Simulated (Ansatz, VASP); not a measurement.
GaSb in VASP and in Ansatz

```
Ga Sb
1.0
     2.93046    2.93046    0.00000
    -2.93046    2.93046    0.00000
     0.00000    2.93046    2.93046
Ga Sb
1 1
Direct
  0.00000 0.00000 0.00000
  0.75000 0.25000 0.50000
```

Alike in both runs: task single point; functional r2SCAN; k mesh 6 × 6 × 6; no spin polarisation.

```csv
,VASP,Ansatz
version,VASP 6.6.1,Ansatz 0.2.0
potentials or method,"VASP PAW PBE potentials, release 64 (Ga_d, Sb)","PAW with Ansatz's default frozen-core files, scalar-relativistic"
plane-wave cutoff (eV),520,500
occupations,"gaussian, width 0.01 eV",fixed
valence electrons in the cell,18,28
```

VASP gave:

```
gap on the k mesh at the Fermi level (eV) : 0.94
pressure (GPa)                            : 10.1
```

Problem. What did Ansatz give for the same quantities?

Solution. gap on the k mesh at the Fermi level (eV): 0.96; pressure (GPa): 10.0.

VASP's potentials were made for PBE, not for r2SCAN. VASP's potentials hold 18 valence electrons a cell and Ansatz's 28, so a difference there can come from the potentials and not from the codes.

Neither program's run includes spin-orbit coupling.
